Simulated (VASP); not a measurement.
The system is SnTe.

```
Te Sn
1.0
     3.87849    0.00000    0.00000
     0.00000    3.87849    0.00000
     0.00000    0.00000    3.87849
Te Sn
1 1
Direct
  0.50000 0.50000 0.50000
  0.00000 0.00000 0.00000
```

This cell differs from its parent crystal: volume scaled by 0.98.

Base run:

| Quantity | Value |
| --- | --- |
| Program | VASP 6.6.1 |
| Functional | PBEsol |
| Potentials or basis | VASP PAW PBE potentials, release 64 (Te, Sn_d) |
| Cutoff | 520 eV |
| k mesh | 7 × 7 × 7 |
| Occupations | fermi-dirac, width 0.05 eV |
| Spin | no spin polarisation |

Its results: band gap on the k mesh zero (band 10 reaches 7.34 eV, above the bottom of band 11 at 6.20 eV); pressure -3.2 GPa.

Problem. The run is repeated on the same cell with these changes: functional from PBEsol to PBE. What comes out?

Solution. Band gap on the k mesh zero (band 10 reaches 7.49 eV, above the bottom of band 11 at 6.37 eV); pressure -0.4 GPa.

PBE binds less tightly than PBEsol, so the same cell stands under more pressure.

Caveats: spin-orbit coupling is left out, which moves the levels of the heavy elements; the PAW data sets were made with another functional, which shifts forces and pressure a little (some runs).
